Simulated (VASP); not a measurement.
**GaN: single point with PBE**

The system is GaN.

```
Ga N
1.0
     0.00000    2.27424    2.24012
     2.27424    0.00000    2.24012
     2.27424    2.27424    0.00000
Ga N
1 1
Direct
  0.00000 0.00000 0.00000
  0.75000 0.75000 0.75000
```

This cell differs from its parent crystal: strain -0.0150 x Voigt [0, 0, 1, 0, 0, 0].

```yaml
Program: VASP 6.6.1
Task: single point
Functional: PBE
Potentials_or_basis: VASP PAW PBE potentials, release 64 (Ga_d, N)
Cutoff: 520 eV
k_mesh: 10 × 10 × 10
Occupations: gaussian, width 0.05 eV
Spin: no spin polarisation
Dipole_correction: no
Further_INCAR_settings: ALGO = Normal; EDIFF = 1e-06; NBANDS = 16
```

* Pressure: 2.8 GPa
* Band gap on the k mesh: 1.60 eV, direct

Stress tensor (GPa, compression positive):
```
2.17 0.00 0.00
0.00 2.17 0.00
0.00 0.00 3.94
```

Levels at points of the mesh, in eV from the valence-band top:
| k point | band 6 | band 7 | band 8 | band 9 | band 10 | band 11 | band 12 | band 13 |
| --- | --- | --- | --- | --- | --- | --- | --- | --- |
| (0.00, 0.00, 0.00) | -13.17 | -0.07 | -0.07 | 0.00 | 1.60 | 10.15 | 10.20 | 10.20 |
| (0.50, 0.00, 0.00) | -11.92 | -7.00 | -1.05 | -0.94 | 4.50 | 8.62 | 10.15 | 10.38 |
| (0.50, 0.50, 0.00) | -11.45 | -6.01 | -2.78 | -2.78 | 3.24 | 6.38 | 11.71 | 13.73 |
| (0.50, 0.00, 0.50) | -11.53 | -6.17 | -2.67 | -2.66 | 3.34 | 6.62 | 11.51 | 13.64 |

It took 39 s on 1 thread of Intel Xeon 8259CL (shared host), peak memory 0.16 GiB.

Caveat: the cell differs from its parent crystal (strain -0.0150 x Voigt [0, 0, 1, 0, 0, 0]).
